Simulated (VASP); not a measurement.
# W (Fm-3m) in VASP: further runs

The runs below take W through single point, with PBE.

Program: VASP 6.6.1. These are calculated values, not measurements. Logs are shortened: lines on timing, memory, paths and dates and some standing lists are left out, and cuts for length are marked.

### Step 1. The cell of the first run

Symmetry: Fm-3m, No. 225, cubic system. Conventional cell: a = 3.989 Å, b = 3.989 Å, c = 3.989 Å, α = 90.00°, β = 90.00°, γ = 90.00°. W (site symmetry m-3m) has 12 W at 2.82 Å within 3.7 Å.

### Step 2. Single point, PBE

INCAR reads:

```
SYSTEM = W
PREC = Accurate ; ENCUT = 520
EDIFF = 1E-6 ; ISMEAR = 1
SIGMA = 0.05 ; LREAL = .False.
LASPH = .True. ; NELM = 100
ALGO = Normal ; ISIF = 2
LWAVE = .False. ; LCHARG = .False.
GGA = PE ; NBANDS = 13
```

KPOINTS reads:

```
Automatic mesh
0
Gamma
  12 12 12
  0 0 0
```

POSCAR reads:

```
W
1.0
    0.0000000000      1.9944906995      1.9944906995
    1.9944906995      0.0000000000      1.9944906995
    1.9944906995      1.9944906995      0.0000000000
W
1
Direct
    0.0000000000      0.0000000000      0.0000000000
```

Potentials or basis: VASP PAW PBE potentials, release 64 (W_sv).

Launch:

```
cat potpaw_PBE.64/W_sv/POTCAR > POTCAR
mpirun -np 1 vasp_std > vasp.out
```

OUTCAR:

```text
SYSTEM = W
   PREC = Accurate
   ENCUT = 520
   EDIFF = 1E-6
   ISMEAR = 1
   LREAL = .False.
   LASPH = .True.
   NELM = 100
   ISIF = 2
   GGA = PE

 ion  position               nearest neighbor table
   1  0.000  0.000  0.000-

  LATTYP: Found a face centered cubic cell.
 ALAT       =     3.9889813990

  Lattice vectors:

 A1 = (   0.0000000000,   1.9944906995,   1.9944906995)
 A2 = (   1.9944906995,   0.0000000000,   1.9944906995)
 A3 = (   1.9944906995,   1.9944906995,   0.0000000000)

Analysis of symmetry for initial positions (statically):
=====================================================================
 Subroutine PRICEL returns:
 Original cell was already a primitive cell.

 Routine SETGRP: Setting up the symmetry group for a
 face centered cubic supercell.

 Subroutine GETGRP returns: Found 48 space group operations
 (whereof 48 operations were pure point group operations)
 out of a pool of 48 trial point group operations.

The static configuration has the point symmetry O_h .

Analysis of symmetry for dynamics (positions and initial velocities):
=====================================================================
 Subroutine PRICEL returns:
 Original cell was already a primitive cell.

 Routine SETGRP: Setting up the symmetry group for a
 face centered cubic supercell.

 Subroutine GETGRP returns: Found 48 space group operations
 (whereof 48 operations were pure point group operations)
 out of a pool of 48 trial point group operations.

The dynamic configuration has the point symmetry O_h .

 Subroutine INISYM returns: Found 48 space group operations
 (whereof 48 operations are pure point group operations),
 and found     1 'primitive' translations

----------------------------------------------------------------------------------------

                                     Primitive cell

  volume of cell :      15.8681

  direct lattice vectors                    reciprocal lattice vectors
     0.000000000  1.994490700  1.994490700    -0.250690565  0.250690565  0.250690565
     1.994490700  0.000000000  1.994490700     0.250690565 -0.250690565  0.250690565
     1.994490700  1.994490700  0.000000000     0.250690565  0.250690565 -0.250690565

  length of vectors
     2.820635797  2.820635797  2.820635797     0.434208795  0.434208795  0.434208795

  position of ions in fractional coordinates (direct lattice)
     0.000000000  0.000000000  0.000000000

  ion indices of the primitive-cell ions
   primitive index   ion index
                 1           1

----------------------------------------------------------------------------------------

 KPOINTS: Automatic mesh

Automatic generation of k-mesh.
 Grid dimensions read from file:
 generate k-points for:   12   12   12

 Generating k-lattice:

  Cartesian coordinates                     Fractional coordinates (reciprocal lattice)
    -0.020890880  0.020890880  0.020890880     0.083333333  0.000000000  0.000000000
     0.020890880 -0.020890880  0.020890880     0.000000000  0.083333333  0.000000000
     0.020890880  0.020890880 -0.020890880     0.000000000  0.000000000  0.083333333

  Length of vectors
     0.036184066  0.036184066  0.036184066

  Shift w.r.t. Gamma in fractional coordinates (k-lattice)
     0.000000000  0.000000000  0.000000000

 Subroutine IBZKPT returns following result:
 ===========================================

 Found     72 irreducible k-points:

 Following reciprocal coordinates:
            Coordinates               Weight
  0.000000  0.000000  0.000000      1.000000
  0.083333  0.000000  0.000000      8.000000
  0.166667  0.000000  0.000000      8.000000
  0.250000  0.000000  0.000000      8.000000
  0.333333  0.000000  0.000000      8.000000
  0.416667  0.000000  0.000000      8.000000
[... 16 lines left out ...]
  0.500000  0.166667  0.000000     24.000000
 -0.416667  0.166667  0.000000     24.000000
 [... further k-points ...]
   k-points           NKPTS =     72   k-points in BZ     NKDIM =     72   number of bands    NBANDS=     13
   number of dos      NEDOS =    301   number of ions     NIONS =      1
   total plane-waves  NPLWV =  13824
   dimension x,y,z NGX =    24 NGY =   24 NGZ =   24
   dimension x,y,z NGXF=    48 NGYF=   48 NGZF=   48
   ions per type =               1
   NGX,Y,Z   is equivalent  to a cutoff of  14.15, 14.15, 14.15 a.u.
   NGXF,Y,Z  is equivalent  to a cutoff of  28.29, 28.29, 28.29 a.u.
 SYSTEM =  W
   PREC   = accura    normal or accurate (medium, high low for compatibility)
   ISTART =      0    job   : 0-new  1-cont  2-samecut
   ICHARG =      2    charge: 1-file 2-atom 10-const
   ISPIN  =      1    spin polarized calculation?
   LNONCOLLINEAR =      F non collinear calculations
   LSORBIT =      F    spin-orbit coupling
   LASPH  =      T    aspherical Exc in radial PAW
   ENCUT  =  520.0 eV  38.22 Ry    6.18 a.u.   5.24  5.24  5.24*2*pi/ulx,y,z
   NELM   =    100;   NELMIN=  2; NELMDL= -5     # of ELM steps
   EDIFF  = 0.1E-05   stopping-criterion for ELM
   LREAL  =      F    real-space projection
   EDIFFG = 0.1E-04   stopping-criterion for IOM
   NSW    =      0    number of steps for IOM
   IBRION =     -1    ionic relax: 0-MD 1-quasi-New 2-CG
   NFREE  =      0    steps in history (QN), initial steepest desc. (CG)
   ISIF   =      2    stress and relaxation
   ISYM   =      2    0-nonsym 1-usesym 2-fastsym
   POTIM  = 0.5000    time-step for ionic-motion
   TEBEG  =    0.0;   TEEND  =   0.0 temperature during run
   PSTRESS=    0.0 pullay stress
   NELECT =      14.0000    total number of electrons
   NUPDOWN=      -1.0000    fix difference up-down
   EMIN   =  10.00;   EMAX   =-10.00  energy-range for DOS
   EFERMI =   0.00;   METHOD = LEGACY
   ISMEAR =     1;   SIGMA  =   0.05  broadening in eV -4-tet -1-fermi 0-gaus
   EFERMI_NEDOS =   21; number of points for ismear=-14 and -15
   IALGO  =     38    algorithm
   IMIX   =      4    mixing-type and parameters
     AMIX     =   0.40;   BMIX     =  1.00
     AMIX_MAG =   1.60;   BMIX_MAG =  1.00
  volume/ion in A,a.u.               =      15.87       107.08
  Fermi-wavevector in a.u.,A,eV,Ry     =   1.570154  2.967160 33.543567  2.465383
  Thomas-Fermi vector in A             =   2.671929
   LORBIT       =      0    0 simple, 1 ext, 2 COOP (PROOUT), +10 PAW based schemes
   GGA     = PE    functional components
   LHFCALC =     F    Hartree Fock is set to
   AEXX    =    0.0000 exact exchange contribution
   IVDW    =     0    specifies the selected vdW correction
   LEPSILON=     F    determine dielectric tensor
   LRPA    =     F    only Hartree local field effects (RPA)
 non-spin polarized calculation
 Methfessel and Paxton  Order N= 1 SIGMA  =   0.05
  energy-cutoff  :      520.00
  volume of cell :       15.87
 maximum number of plane-waves:       444
 NGX is ok and might be reduce to    24
   NGX = 11   NGY = 11   NGZ = 11

 number of electron      14.0000000 magnetization

 Free energy of the ion-electron system (eV)
  ---------------------------------------------------
  ext. energy  EPLUGINS =         0.00000000
  ---------------------------------------------------
  free energy    TOTEN  =       -12.45056613 eV

  energy without entropy =      -12.45045662  energy(sigma->0) =      -12.45052962

 E-fermi :  10.9677     XC(G=0): -13.6203

 val. band max:       10.9651786277   @ k =  -0.2500   0.0833   0.0000
 cond. band min:      10.9887038931   @ k =   0.5000   0.1667   0.0833
 fundamental gap:      0.0235252654
 Fermi energy:        10.9676990132

 k-point     1 :       0.0000    0.0000    0.0000
  band No.  band energies     occupation
      1     -62.6249      2.00000
      2     -26.2126      2.00000
      3     -26.2126      2.00000
      4     -26.2126      2.00000
      5       1.7892      2.00000
      6      10.3685      2.00000
      7      10.3685      2.00000
      8      10.3685      2.00000
      9      13.6502      0.00000
     10      13.6502      0.00000
     11      23.7855      0.00000
     12      29.1686      0.00000
     13      29.1686      0.00000

 k-point     2 :       0.0833    0.0000    0.0000
  band No.  band energies     occupation
      1     -62.6167      2.00000
      2     -26.3052      2.00000
      3     -26.2243      2.00000
      4     -26.2243      2.00000
      5       2.1046      2.00000
      6      10.1273      2.00000
      7      10.5131      2.00000
      8      10.5131      2.00000
      9      13.5172      0.00000
     10      13.5172      0.00000
     11      24.4135      0.00000
     12      27.9588      0.00000
     13      29.7637      0.00000

 k-point     3 :       0.1667    0.0000    0.0000
  band No.  band energies     occupation
      1     -62.5941      2.00000
      2     -26.5527      2.00000
      3     -26.2561      2.00000
      4     -26.2561      2.00000
      5       2.9656      2.00000
      6       9.6222      2.00000
      7      10.8013      2.00003
      8      10.8013      2.00003
      9      13.3554      0.00000
     10      13.3554      0.00000
     11      25.3915      0.00000
     12      26.7706      0.00000
     13      31.4227      0.00000

 k-point     4 :       0.2500    0.0000    0.0000
  band No.  band energies     occupation
      1     -62.5632      2.00000
      2     -26.8793      2.00000
      3     -26.2991      2.00000
      4     -26.2991      2.00000
      5       4.0729      2.00000
      6       9.3423      2.00000
      7      10.8223      2.00031
      8      10.8223      2.00031
      9      13.7287      0.00000
     10      13.7287      0.00000
     11      24.1059      0.00000
     12      28.1290      0.00000
     13      33.8652      0.00000

 k-point     5 :       0.3333    0.0000    0.0000
  band No.  band energies     occupation
      1     -62.5321      2.00000
      2     -27.1938      2.00000
      3     -26.3417      2.00000
      4     -26.3417      2.00000
      5       4.8822      2.00000
      6       9.8306      2.00000
      7      10.5267      2.00000
      8      10.5267      2.00000
      9      14.7159      0.00000
     10      14.7159      0.00000
     11      22.8990      0.00000
     12      27.0082      0.00000
     13      33.3724      0.00000

 k-point     6 :       0.4167    0.0000    0.0000
  band No.  band energies     occupation
      1     -62.5093      2.00000
      2     -27.4171      2.00000
      3     -26.3726      2.00000
      4     -26.3726      2.00000
      5       5.1448      2.00000
      6      10.2385      2.00000
      7      10.2385      2.00000
      8      11.0061      0.03717
      9      15.7776      0.00000
     10      15.7776      0.00000
     11      22.1037      0.00000
     12      24.5211      0.00000
     13      30.9221      0.00000

 k-point     7 :       0.5000    0.0000    0.0000
  band No.  band energies     occupation
      1     -62.5010      2.00000
      2     -27.4974      2.00000
      3     -26.3839      2.00000
      4     -26.3839      2.00000
      5       5.1746      2.00000
      6      10.1281      2.00000
      7      10.1281      2.00000
      8      11.6942     -0.00000
      9      16.2558      0.00000
     10      16.2558      0.00000
     11      21.7733      0.00000
     12      23.4257      0.00000
     13      29.9838      0.00000
[... 193 lines left out ...]
 k-point    20 :       0.2500    0.1667    0.0000
  band No.  band energies     occupation
      1     -62.5607      2.00000
      2     -26.7517      2.00000
      3     -26.3855      2.00000
      4     -26.3779      2.00000
      5       4.2555      2.00000
      6       8.4860      2.00000
      7      10.9078      2.07070
      8      11.7887     -0.00000
      9      12.4203      0.00000
     10      14.5512      0.00000
     11      27.0096      0.00000
     12      28.5799      0.00000
     13      30.5985      0.00000

 k-point    21 :       0.3333    0.1667    0.0000
  band No.  band energies     occupation
      1     -62.5325      2.00000
      2     -27.0122      2.00000
      3     -26.4380      2.00000
      4     -26.4320      2.00000
      5       5.2731      2.00000
      6       8.3176      2.00000
      7      10.1317      2.00000
      8      11.7840     -0.00000
      9      13.8214      0.00000
     10      15.2966      0.00000
     11      25.4221      0.00000
     12      28.7278      0.00000
     13      30.6628      0.00000

 k-point    22 :       0.4167    0.1667    0.0000
  band No.  band energies     occupation
      1     -62.5068      2.00000
      2     -27.2371      2.00000
      3     -26.5119      2.00000
      4     -26.4586      2.00000
      5       5.9152      2.00000
      6       8.7007      2.00000
      7       9.7397      2.00000
      8      11.4871     -0.00000
      9      15.6161      0.00000
     10      16.1407      0.00000
     11      23.3811      0.00000
     12      26.7418      0.00000
     13      29.6753      0.00000

 k-point    23 :       0.5000    0.1667    0.0000
  band No.  band energies     occupation
      1     -62.4909      2.00000
      2     -27.3694      2.00000
      3     -26.5806      2.00000
      4     -26.4584      2.00000
      5       6.1241      2.00000
      6       8.8332      2.00000
      7      10.3020      2.00000
      8      11.1890     -0.00000
      9      16.3613      0.00000
     10      17.4247      0.00000
     11      21.3159      0.00000
     12      25.8633      0.00000
     13      29.3526      0.00000

 k-point    24 :      -0.4167    0.1667    0.0000
  band No.  band energies     occupation
      1     -62.4888      2.00000
      2     -27.3805      2.00000
      3     -26.6234      2.00000
      4     -26.4316      2.00000
      5       6.2166      2.00000
      6       8.9052      2.00000
      7      10.5431      2.00000
      8      11.0488     -0.04411
      9      15.6123      0.00000
     10      18.0906      0.00000
     11      21.2618      0.00000
     12      25.8618      0.00000
     13      29.0619      0.00000

 [... further k-points ...]
[... 5 lines left out ...]
  --------------------------------------------------------------------------------------
  -------------------------------------------------------------------------------------
  Total        1.0494628      1.0494628      1.0494628      0.0000000     -0.0000000      0.0000000
  in kB      105.9623559    105.9623559    105.9623559      0.0000000     -0.0000000      0.0000000
  external PRESSURE =     105.9623559 kB  Pullay stress =       0.0000000 kB

 VOLUME and BASIS-vectors are now :
 -----------------------------------------------------------------------------
  energy-cutoff  :      520.00
  volume of cell :       15.87
      direct lattice vectors                 reciprocal lattice vectors
     0.000000000  1.994490700  1.994490700    -0.250690565  0.250690565  0.250690565
     1.994490700  0.000000000  1.994490700     0.250690565 -0.250690565  0.250690565
     1.994490700  1.994490700  0.000000000     0.250690565  0.250690565 -0.250690565

 POSITION                                       TOTAL-FORCE (eV/Angst)
 -----------------------------------------------------------------------------------
      0.00000      0.00000      0.00000         0.000000      0.000000      0.000000
 -----------------------------------------------------------------------------------
    total drift:                               -0.000000      0.000000      0.000000

  FREE ENERGIE OF THE ION-ELECTRON SYSTEM (eV)
  ---------------------------------------------------
  free  energy   TOTEN  =       -12.4505661262 eV

  energy  without entropy=      -12.4504566210  energy(sigma->0) =      -12.45052962
```

Run time: 9 s. Hardware: 1 thread of Intel Xeon Platinum 8488C (Sapphire Rapids), shared host; peak memory 0.14 GiB.

Results:

- Free energy: -12.4506 eV
- Pressure: 10.6 GPa
- Band gap on the k mesh: zero (band 7 reaches 14.20 eV, above the bottom of band 8 at 10.37 eV)

Caveat: spin-orbit coupling is left out, which moves the levels of the heavy elements.

### Step 3. Single point, PBE

This run uses another cell than the first one, of 16.41 Å³/atom, 1.034 times its volume.

INCAR reads:

```
PREC = Accurate
ENCUT = 520
EDIFF = 1E-6
ISMEAR = 1
SIGMA = 0.05
LREAL = F
LASPH = T
NELM = 60
ALGO = Normal
ISIF = 2
LWAVE = F
LCHARG = F
GGA = PE
NBANDS = 13
```

KPOINTS reads:

```
Automatic mesh
0
Gamma
  12 12 12
```

POSCAR reads:

```
W
1.0
    0.0000000000      2.0169803130      2.0169803130
    2.0169803130      0.0000000000      2.0169803130
    2.0169803130      2.0169803130      0.0000000000
W
1
Direct
    0.0000000000      0.0000000000      0.0000000000
```

Potentials or basis: VASP PAW PBE potentials, release 64 (W_sv).

Launch:

```
cat potpaw_PBE.64/W_sv/POTCAR > POTCAR
mpirun -np 1 vasp_std > vasp.out
```

Run time: 8.4 s. Hardware: 1 thread of Intel Xeon Platinum 8488C (Sapphire Rapids), shared host; peak memory 0.14 GiB.

It converged, with:

- Free energy: -12.4692 eV
- Pressure: 0.6 GPa
- Band gap on the k mesh: zero (band 7 reaches 13.54 eV, above the bottom of band 8 at 9.94 eV)

Levels at points of the mesh, in eV from the Fermi level:
```
           k point  band 5  band 6  band 7  band 8  band 9  band 10
(0.00, 0.00, 0.00)   -9.01   -0.57   -0.57   -0.57    2.56     2.56
(0.50, 0.00, 0.00)   -5.61   -0.79   -0.79    0.62    5.04     5.04
(0.50, 0.50, 0.00)   -5.50   -4.53    3.03    5.01    5.77     5.77
```

Caveat: spin-orbit coupling is left out, which moves the levels of the heavy elements.
